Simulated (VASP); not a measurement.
# TiC in VASP: further runs

The runs below take TiC through single point, with PBEsol.

Program: VASP 6.6.1. These are calculated values, not measurements. Logs are shortened: lines on timing, memory, paths and dates and some standing lists are left out, and cuts for length are marked.

### Step 1. The cell of the first run

Symmetry: Fm-3m, No. 225, cubic system. Conventional cell: a = 4.328 Å, b = 4.328 Å, c = 4.328 Å, α = 90.00°, β = 90.00°, γ = 90.00°. Ti (site symmetry m-3m) has 6 C at 2.16 Å within 2.9 Å. Within 2.9 Å of C (site symmetry m-3m) lie 6 Ti at 2.16 Å.

### Step 2. Single point, PBEsol

INCAR

```
SYSTEM = TiC
PREC = Accurate ; ENCUT = 520
EDIFF = 1E-6 ; ISMEAR = -1
SIGMA = 0.03 ; LREAL = .False.
LASPH = .True. ; NELM = 60
ALGO = Normal ; ISIF = 2
LWAVE = .False. ; LCHARG = .True.
GGA = PS ; LELF = .True.
LVHAR = .True. ; NBANDS = 15
```

KPOINTS

```
Automatic mesh
0
Gamma
  14 14 14
  0 0 0
```

POSCAR

```
TiC
1.0
    0.0000000000      2.1640000000      2.1640000000
    2.1640000000      0.0000000000      2.1640000000
    2.1640000000      2.1640000000      0.0000000000
Ti C
1 1
Direct
    0.0000000000      0.0000000000      0.0000000000
    0.5000000000      0.5000000000      0.5000000000
```

Potentials or basis: VASP PAW PBE potentials, release 64 (Ti_sv, C).

On the command line:

```
> cat potpaw_PBE.64/Ti_sv/POTCAR potpaw_PBE.64/C/POTCAR > POTCAR
> mpirun -np 1 vasp_std > vasp.out
```

OUTCAR:

```text
SYSTEM = TiC
   PREC = Accurate
   ENCUT = 520
   EDIFF = 1E-6
   ISMEAR = -1
   LREAL = .False.
   LASPH = .True.
   NELM = 60
   ISIF = 2
   GGA = PS

 ion  position               nearest neighbor table
   1  0.000  0.000  0.000-   2 2.16   2 2.16   2 2.16   2 2.16   2 2.16   2 2.16
   2  0.500  0.500  0.500-   1 2.16   1 2.16   1 2.16   1 2.16   1 2.16   1 2.16

  LATTYP: Found a face centered cubic cell.
 ALAT       =     4.3280000000

  Lattice vectors:

 A1 = (   0.0000000000,   2.1640000000,   2.1640000000)
 A2 = (   2.1640000000,   0.0000000000,   2.1640000000)
 A3 = (   2.1640000000,   2.1640000000,   0.0000000000)

Analysis of symmetry for initial positions (statically):
=====================================================================
 Subroutine PRICEL returns:
 Original cell was already a primitive cell.

 Routine SETGRP: Setting up the symmetry group for a
 face centered cubic supercell.

 Subroutine GETGRP returns: Found 48 space group operations
 (whereof 48 operations were pure point group operations)
 out of a pool of 48 trial point group operations.

The static configuration has the point symmetry O_h .

Analysis of symmetry for dynamics (positions and initial velocities):
=====================================================================
 Subroutine PRICEL returns:
 Original cell was already a primitive cell.

 Routine SETGRP: Setting up the symmetry group for a
 face centered cubic supercell.

 Subroutine GETGRP returns: Found 48 space group operations
 (whereof 48 operations were pure point group operations)
 out of a pool of 48 trial point group operations.

The dynamic configuration has the point symmetry O_h .

 Subroutine INISYM returns: Found 48 space group operations
 (whereof 48 operations are pure point group operations),
 and found     1 'primitive' translations

----------------------------------------------------------------------------------------

                                     Primitive cell

  volume of cell :      20.2676

  direct lattice vectors                    reciprocal lattice vectors
     0.000000000  2.164000000  2.164000000    -0.231053604  0.231053604  0.231053604
     2.164000000  0.000000000  2.164000000     0.231053604 -0.231053604  0.231053604
     2.164000000  2.164000000  0.000000000     0.231053604  0.231053604 -0.231053604

  length of vectors
     3.060358149  3.060358149  3.060358149     0.400196582  0.400196582  0.400196582

  position of ions in fractional coordinates (direct lattice)
     0.000000000  0.000000000  0.000000000
     0.500000000  0.500000000  0.500000000

  ion indices of the primitive-cell ions
   primitive index   ion index
                 1           1
                 2           2

----------------------------------------------------------------------------------------

 KPOINTS: Automatic mesh

Automatic generation of k-mesh.
 Grid dimensions read from file:
 generate k-points for:   14   14   14

 Generating k-lattice:

  Cartesian coordinates                     Fractional coordinates (reciprocal lattice)
    -0.016503829  0.016503829  0.016503829     0.071428571  0.000000000  0.000000000
     0.016503829 -0.016503829  0.016503829     0.000000000  0.071428571  0.000000000
     0.016503829  0.016503829 -0.016503829     0.000000000  0.000000000  0.071428571

  Length of vectors
     0.028585470  0.028585470  0.028585470

  Shift w.r.t. Gamma in fractional coordinates (k-lattice)
     0.000000000  0.000000000  0.000000000

 Subroutine IBZKPT returns following result:
 ===========================================

 Found    104 irreducible k-points:

 Following reciprocal coordinates:
            Coordinates               Weight
  0.000000  0.000000  0.000000      1.000000
  0.071429  0.000000  0.000000      8.000000
  0.142857  0.000000  0.000000      8.000000
  0.214286  0.000000  0.000000      8.000000
  0.285714  0.000000  0.000000      8.000000
  0.357143  0.000000  0.000000      8.000000
[... 16 lines left out ...]
  0.214286  0.142857  0.000000     24.000000
  0.285714  0.142857  0.000000     24.000000
 [... further k-points ...]
   k-points           NKPTS =    104   k-points in BZ     NKDIM =    104   number of bands    NBANDS=     15
   number of dos      NEDOS =    301   number of ions     NIONS =      2
   total plane-waves  NPLWV =  13824
   dimension x,y,z NGX =    24 NGY =   24 NGZ =   24
   dimension x,y,z NGXF=    48 NGYF=   48 NGZF=   48
   ions per type =               1   1
   NGX,Y,Z   is equivalent  to a cutoff of  13.04, 13.04, 13.04 a.u.
   NGXF,Y,Z  is equivalent  to a cutoff of  26.07, 26.07, 26.07 a.u.
 SYSTEM =  TiC
   PREC   = accura    normal or accurate (medium, high low for compatibility)
   ISTART =      0    job   : 0-new  1-cont  2-samecut
   ICHARG =      2    charge: 1-file 2-atom 10-const
   ISPIN  =      1    spin polarized calculation?
   LNONCOLLINEAR =      F non collinear calculations
   LSORBIT =      F    spin-orbit coupling
   LASPH  =      T    aspherical Exc in radial PAW
   ENCUT  =  520.0 eV  38.22 Ry    6.18 a.u.   5.69  5.69  5.69*2*pi/ulx,y,z
   NELM   =     60;   NELMIN=  2; NELMDL= -5     # of ELM steps
   EDIFF  = 0.1E-05   stopping-criterion for ELM
   LREAL  =      F    real-space projection
   EDIFFG = 0.1E-04   stopping-criterion for IOM
   NSW    =      0    number of steps for IOM
   IBRION =     -1    ionic relax: 0-MD 1-quasi-New 2-CG
   NFREE  =      0    steps in history (QN), initial steepest desc. (CG)
   ISIF   =      2    stress and relaxation
   ISYM   =      2    0-nonsym 1-usesym 2-fastsym
   POTIM  = 0.5000    time-step for ionic-motion
   TEBEG  =    0.0;   TEEND  =   0.0 temperature during run
   PSTRESS=    0.0 pullay stress
   NELECT =      16.0000    total number of electrons
   NUPDOWN=      -1.0000    fix difference up-down
   EMIN   =  10.00;   EMAX   =-10.00  energy-range for DOS
   EFERMI =   0.00;   METHOD = LEGACY
   ISMEAR =    -1;   SIGMA  =   0.03  broadening in eV -4-tet -1-fermi 0-gaus
   EFERMI_NEDOS =   21; number of points for ismear=-14 and -15
   IALGO  =     38    algorithm
   IMIX   =      4    mixing-type and parameters
     AMIX     =   0.40;   BMIX     =  1.00
     AMIX_MAG =   1.60;   BMIX_MAG =  1.00
  volume/ion in A,a.u.               =      10.13        68.39
  Fermi-wavevector in a.u.,A,eV,Ry     =   1.513030  2.859212 31.147275  2.289260
  Thomas-Fermi vector in A             =   2.622876
   LORBIT       =      0    0 simple, 1 ext, 2 COOP (PROOUT), +10 PAW based schemes
   GGA     = PS    functional components
   LHFCALC =     F    Hartree Fock is set to
   AEXX    =    0.0000 exact exchange contribution
   IVDW    =     0    specifies the selected vdW correction
   LEPSILON=     F    determine dielectric tensor
   LRPA    =     F    only Hartree local field effects (RPA)
 non-spin polarized calculation
  energy-cutoff  :      520.00
  volume of cell :       20.27
 maximum number of plane-waves:       568
   NGX = 11   NGY = 11   NGZ = 11

 number of electron      16.0000001 magnetization

 Free energy of the ion-electron system (eV)
  ---------------------------------------------------
  ext. energy  EPLUGINS =         0.00000000
  ---------------------------------------------------
  free energy    TOTEN  =       -19.79383975 eV

  energy without entropy =      -19.79289552  energy(sigma->0) =      -19.79336764

 E-fermi :   9.3227     XC(G=0): -12.8723

 val. band max:        9.3223633150   @ k =   0.3571   0.2857   0.0000
 cond. band min:       9.3769987358   @ k =   0.4286   0.3571   0.0000
 fundamental gap:      0.0546354208
 Fermi energy:         9.3227489730

 k-point     1 :       0.0000    0.0000    0.0000
  band No.  band energies     occupation
      1     -46.9931      2.00000
      2     -23.1184      2.00000
      3     -23.1184      2.00000
      4     -23.1184      2.00000
      5      -3.0490      2.00000
      6       9.9942      0.00000
      7       9.9942      0.00000
      8       9.9942      0.00000
      9      11.0372      0.00000
     10      11.0372      0.00000
     11      11.0373      0.00000
     12      11.0609      0.00000
     13      11.0609      0.00000
     14      19.8407      0.00000
     15      23.2649      0.00000

 k-point     2 :       0.0714    0.0000    0.0000
  band No.  band energies     occupation
      1     -46.9894      2.00000
      2     -23.1447      2.00000
      3     -23.1209      2.00000
      4     -23.1209      2.00000
      5      -2.9323      2.00000
      6       9.4500      0.02839
      7       9.7153      0.00000
      8       9.7153      0.00000
      9      10.3350      0.00000
     10      10.3350      0.00000
     11      11.3151      0.00000
     12      12.2123      0.00000
     13      12.2123      0.00000
     14      20.0464      0.00000
     15      23.3192      0.00000

 k-point     3 :       0.1429    0.0000    0.0000
  band No.  band energies     occupation
      1     -46.9789      2.00000
      2     -23.2180      2.00000
      3     -23.1278      2.00000
      4     -23.1278      2.00000
      5      -2.5919      2.00000
      6       8.4009      2.00000
      7       8.8217      2.00000
      8       8.8217      2.00000
      9      10.4924      0.00000
     10      10.4924      0.00000
     11      11.6738      0.00000
     12      13.4390      0.00000
     13      13.4390      0.00000
     14      20.5023      0.00000
     15      23.3485      0.00000

 k-point     4 :       0.2143    0.0000    0.0000
  band No.  band energies     occupation
      1     -46.9638      2.00000
      2     -23.3223      2.00000
      3     -23.1378      2.00000
      4     -23.1378      2.00000
      5      -2.0554      2.00000
      6       7.1960      2.00000
      7       7.9914      2.00000
      8       7.9914      2.00000
      9      10.8624      0.00000
     10      10.8624      0.00000
     11      11.9957      0.00000
     12      14.6480      0.00000
     13      14.6480      0.00000
     14      20.6548      0.00000
     15      23.4399      0.00000
[... 307 lines left out ...]
 k-point    22 :       0.1429    0.1429    0.0000
  band No.  band energies     occupation
      1     -46.9742      2.00000
      2     -23.2101      2.00000
      3     -23.1511      2.00000
      4     -23.1511      2.00000
      5      -2.4658      2.00000
      6       7.6513      2.00000
      7       9.2199      1.93713
      8       9.2199      1.93713
      9       9.4567      0.02278
     10      11.2388      0.00000
     11      12.2783      0.00000
     12      12.2783      0.00000
     13      14.1415      0.00000
     14      20.9371      0.00000
     15      23.5599      0.00000

 k-point    23 :       0.2143    0.1429    0.0000
  band No.  band energies     occupation
      1     -46.9629      2.00000
      2     -23.2771      2.00000
      3     -23.1666      2.00000
      4     -23.1610      2.00000
      5      -2.1039      2.00000
      6       6.9006      2.00000
      7       8.5062      2.00000
      8       8.8353      2.00000
      9       9.7131      0.00000
     10      11.3290      0.00000
     11      12.5601      0.00000
     12      12.9773      0.00000
     13      14.8898      0.00000
     14      21.4283      0.00000
     15      23.5574      0.00000

 k-point    24 :       0.2857    0.1429    0.0000
  band No.  band energies     occupation
      1     -46.9481      2.00000
      2     -23.3704      2.00000
      3     -23.1808      2.00000
      4     -23.1721      2.00000
      5      -1.5836      2.00000
      6       6.1579      2.00000
      7       7.6679      2.00000
      8       8.2193      2.00000
      9      10.1326      0.00000
     10      11.6334      0.00000
     11      12.7528      0.00000
     12      13.8869      0.00000
     13      15.7546      0.00000
     14      21.4538      0.00000
     15      23.5896      0.00000

 [... further k-points ...]
[... 5 lines left out ...]
  --------------------------------------------------------------------------------------
  -------------------------------------------------------------------------------------
  Total       -0.7496786     -0.7496786     -0.7496786      0.0000000      0.0000000     -0.0000000
  in kB      -59.2630392    -59.2630392    -59.2630392      0.0000000      0.0000000     -0.0000000
  external PRESSURE =     -59.2630392 kB  Pullay stress =       0.0000000 kB

 VOLUME and BASIS-vectors are now :
 -----------------------------------------------------------------------------
  energy-cutoff  :      520.00
  volume of cell :       20.27
      direct lattice vectors                 reciprocal lattice vectors
     0.000000000  2.164000000  2.164000000    -0.231053604  0.231053604  0.231053604
     2.164000000  0.000000000  2.164000000     0.231053604 -0.231053604  0.231053604
     2.164000000  2.164000000  0.000000000     0.231053604  0.231053604 -0.231053604

 POSITION                                       TOTAL-FORCE (eV/Angst)
 -----------------------------------------------------------------------------------
      0.00000      0.00000      0.00000        -0.000000     -0.000000      0.000000
      2.16400      2.16400      2.16400         0.000000      0.000000     -0.000000
 -----------------------------------------------------------------------------------
    total drift:                                0.000000     -0.000000     -0.000000

  FREE ENERGIE OF THE ION-ELECTRON SYSTEM (eV)
  ---------------------------------------------------
  free  energy   TOTEN  =       -19.7938397531 eV

  energy  without entropy=      -19.7928955188  energy(sigma->0) =      -19.79336764
```

Wall time 16 s (1 thread of Intel Xeon Platinum 8375C at 2.90GHz (Ice Lake), shared host); peak memory 0.16 GiB.

Results:

```
Free energy            : -19.7938 eV
Pressure               : -5.9 GPa
Band gap on the k mesh : zero (band 8 reaches 9.99 eV, above the bottom of band 9 at 8.92 eV)
```

Levels at points of the mesh, in eV from the Fermi level:
```tsv
k point	band 4	band 5	band 6	band 7	band 8	band 9	band 10	band 11	band 12	band 13
(0.00, 0.00, 0.00)	-32.44	-12.37	0.67	0.67	0.67	1.71	1.71	1.71	1.74	1.74
(0.50, 0.00, 0.00)	-32.49	-8.84	-5.88	-2.90	-2.90	2.94	2.94	4.13	8.18	8.24
(0.50, 0.50, 0.00)	-32.61	-10.06	-3.44	-1.67	-0.01	-0.01	2.75	3.54	3.54	5.89
```

Caveat: the PAW data sets were made with another functional, which shifts forces and pressure a little.

### Step 3. Single point, PBEsol (zz strain of +2 %)

INCAR

```
SYSTEM = TiC
PREC = Accurate
ENCUT = 600
EDIFF = 1E-6
ISMEAR = -1
SIGMA = 0.03
LREAL = .FALSE.
LASPH = .TRUE.
NELM = 120
ALGO = Normal
ISIF = 2
LWAVE = .FALSE.
LCHARG = .TRUE.
GGA = PS
LELF = .TRUE.
LVHAR = .TRUE.
NBANDS = 15
GGA_COMPAT = .FALSE.
```

KPOINTS

```
regular mesh
0
G
  14 14 14
  0 0 0
```

POSCAR

```
TiC
1.0
    0.0000000000      2.1640000000      2.2072800000
    2.1640000000      0.0000000000      2.2072800000
    2.1640000000      2.1640000000      0.0000000000
Ti C
1 1
Direct
    0.0000000000      0.0000000000      0.0000000000
    0.5000000000      0.5000000000      0.5000000000
```

Potentials or basis: VASP PAW PBE potentials, release 64 (Ti_sv, C).

On the command line:

```
> cat potpaw_PBE.64/Ti_sv/POTCAR potpaw_PBE.64/C/POTCAR > POTCAR
> mpirun -np 1 vasp_std > vasp.out
```

It took 61 s on 1 thread of Intel Xeon Platinum 8375C at 2.90GHz (Ice Lake), shared host; peak memory 0.22 GiB.

Results (log left out):

| Quantity | Value |
| --- | --- |
| Free energy | -19.7680 eV |
| Pressure | -10.5 GPa |
| Band gap on the k mesh | zero (band 8 reaches 9.81 eV, above the bottom of band 9 at 8.64 eV) |

Stress tensor (GPa, compression positive):
```
 -8.24   0.00   0.00
  0.00  -8.24   0.00
  0.00   0.00 -14.90
```

Levels at points of the mesh, in eV from the Fermi level:
| k point | band 4 | band 5 | band 6 | band 7 | band 8 | band 9 | band 10 | band 11 | band 12 | band 13 |
| --- | --- | --- | --- | --- | --- | --- | --- | --- | --- | --- |
| (0.00, 0.00, 0.00) | -32.49 | -12.28 | 0.57 | 0.72 | 0.72 | 1.62 | 1.65 | 1.72 | 1.72 | 1.77 |
| (0.50, 0.00, 0.00) | -32.53 | -8.83 | -5.78 | -2.85 | -2.82 | 2.82 | 2.90 | 4.02 | 7.91 | 8.06 |
| (0.50, 0.50, 0.00) | -32.65 | -10.01 | -3.55 | -1.59 | 0.07 | 0.07 | 2.68 | 3.44 | 3.44 | 5.59 |
| (0.50, 0.00, 0.50) | -32.67 | -9.97 | -3.35 | -1.62 | -0.07 | -0.07 | 2.68 | 3.39 | 3.52 | 5.77 |

Caveat: the cell differs from its parent crystal (zz strain of +2 %); the PAW data sets were made with another functional, which shifts forces and pressure a little.
